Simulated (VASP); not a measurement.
# Sr: single point with PBEsol

The system is Sr, a slab with vacuum.

```
Sr
1.0
     4.21754    0.00000    0.00000
    -1.40585    3.97634    0.00000
     0.00000    0.00000   19.44361
Sr
2
Direct
  0.00000 0.00000 0.41145
  0.50000 0.50000 0.58855
```

| Property | Result |
| --- | --- |
| Program | VASP 6.6.1 |
| Task | single point |
| Functional | PBEsol |
| Potentials or basis | VASP PAW PBE potentials, release 64 (Sr_sv) |
| Cutoff | 400 eV |
| k mesh | 4 × 4 × 1 |
| Occupations | fermi-dirac, width 0.1 eV |
| Spin | no spin polarisation |
| Dipole correction | yes |
| Further INCAR settings | ALGO = Normal; EDIFF = 1e-06; NBANDS = 17; NELMDL = -8 |

```json
{"Largest force": "0.278 eV/Å", "Band gap on the k mesh": "zero (band 10 reaches -1.05 eV, above the bottom of band 11 at -1.12 eV)"}
```

Forces on the atoms (eV/Å):
```
Sr   0.000  0.000  0.278
Sr   0.000  0.000 -0.278
```

Levels at points of the mesh, in eV from the Fermi level:
| k point | band 6 | band 7 | band 8 | band 9 | band 10 | band 11 | band 12 | band 13 | band 14 | band 15 |
| --- | --- | --- | --- | --- | --- | --- | --- | --- | --- | --- |
| (0.00, 0.00, 0.00) | -18.93 | -18.93 | -18.92 | -3.20 | -2.03 | 0.07 | 0.55 | 1.19 | 1.53 | 1.70 |
| (0.50, 0.00, 0.00) | -19.04 | -18.93 | -18.93 | -0.91 | -0.91 | 0.34 | 0.34 | 0.79 | 0.79 | 1.92 |
| (0.50, 0.50, 0.00) | -19.03 | -19.01 | -18.98 | -0.61 | -0.08 | -0.05 | 0.89 | 0.94 | 1.52 | 2.10 |

Run time: 85 s on 1 thread of Intel Xeon 8259CL (shared host), peak memory 0.29 GiB.

Caveat: the k points lie up to 0.40 Å⁻¹ apart; the PAW data sets were made with another functional, which shifts forces and pressure a little.
